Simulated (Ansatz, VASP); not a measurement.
**Nb in VASP and in Ansatz**

POSCAR

```
Nb
1.0
    2.5964445526      0.0000000000      0.0000000000
    0.0000000000      2.5964445526      0.0000000000
    0.0000000000      0.0000000000      2.5964445526
Nb
1
Direct
    0.0000000000      0.0000000000      0.0000000000
```

Contents of INCAR.step1:

```
PREC = Accurate
ENCUT = 520
ISMEAR = -1
SIGMA = 0.1
LREAL = False
LASPH = True
NELM = 80
NBANDS = 12
GGA = PE
ALGO = Normal
EDIFF = 1E-4
LWAVE = True
LCHARG = False
```

Contents of INCAR.step2:

```
PREC = Accurate
ENCUT = 520
EDIFF = 1E-7
ISMEAR = -1
SIGMA = 0.1
LREAL = False
LASPH = True
NELM = 80
ALGO = Normal
ISIF = 2
LWAVE = False
LCHARG = False
METAGGA = R2SCAN
LMIXTAU = True
NBANDS = 12
ISTART = 1
```

KPOINTS

```
regular mesh
0
Gamma
  13 13 13
```

Input for Ansatz:

```yaml
crystal:
  lattice:
    - [2.5964445526, 0.0, 0.0]
    - [0.0, 2.5964445526, 0.0]
    - [0.0, 0.0, 2.5964445526]
  atoms:
    - { symbol: Nb, position: [0.0, 0.0, 0.0] }
hamiltonian:
  xc: r2scan
  pseudopotentials:
    kind: paw
    azcp:
      Nb: "pseudopotentials/Nb.paw.azcp"
basis:
  ecutwfc: 500
  fft_grid_basis: typed
kpoints:
  mp_grid: { grid: [13, 13, 13], shift: [0, 0, 0] }
magnetization:
  spin_polarized: false
scf:
  occupations: { method: fermi_dirac, width: 0.1 }
  lower_state_search: "off"
output:
  stress: true
  write_density: true
  write_potential: true
  elf: true
  volumetric_format: npy
```

Alike in both runs: task single point; functional r2SCAN; k mesh 13 × 13 × 13; occupations fermi-dirac, width 0.1 eV; no spin polarisation.

|  | VASP | Ansatz |
| --- | --- | --- |
| version | VASP 6.6.1 | Ansatz 0.2.0 |
| potentials or method | VASP PAW PBE potentials, release 64 (Nb_sv), cutoff 520 eV | plane waves (500 eV) with PAW, scalar-relativistic |
| valence electrons in the cell | 13 | 13 |

```csv
,VASP,Ansatz,Ansatz less VASP
pressure (GPa),21.6,21.6,+0.01
```

VASP's potentials were made for PBE, not for r2SCAN.
